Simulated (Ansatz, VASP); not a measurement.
## Fe in VASP and in Ansatz

```
Fe
1.0
    -1.41169    1.41169    1.31005
     1.41169   -1.41169    1.31005
     1.41169    1.41169   -1.31005
Fe
1
Direct
  0.00000 0.00000 0.00000
```

Alike in both runs: task single point; functional PBE; k mesh 12 × 12 × 12; occupations gaussian, width 0.15 eV; collinear spin.

|  | VASP | Ansatz |
| --- | --- | --- |
| version | VASP 6.6.1 | Ansatz 0.2.0 |
| potentials or method | VASP PAW PBE potentials, release 64 (Fe), cutoff 520 eV | scalar-relativistic, plane waves, PAW |
| valence electrons in the cell | 8 | 16 |

VASP gave:

| Quantity | Value |
| --- | --- |
| gap on the k mesh at the Fermi level (eV) | none |
| pressure (GPa) | 19.8 |
| traceless stress, the component that is largest in VASP (GPa) | 9.58 |
| net moment per atom (μB) | 2.04 |
| size of the moment on the site where the two differ most (μB) | 2.02 |

**Question.** What did Ansatz give for the same quantities?

**Answer.** gap on the k mesh at the Fermi level (eV): none; pressure (GPa): 20.0; traceless stress, the component that is largest in VASP (GPa): 9.79; net moment per atom (μB): 2.02; size of the moment on the site where the two differ most (μB): 2.05.

Site moments also hang on the region over which each program counts them. A gap of «none» marks a metal or a gap that the smearing closes. With one functional, cell and mesh, what is left measures potentials, basis and numerics. VASP's potentials hold 8 valence electrons a cell and Ansatz's 16, so a difference there can come from the potentials and not from the codes.
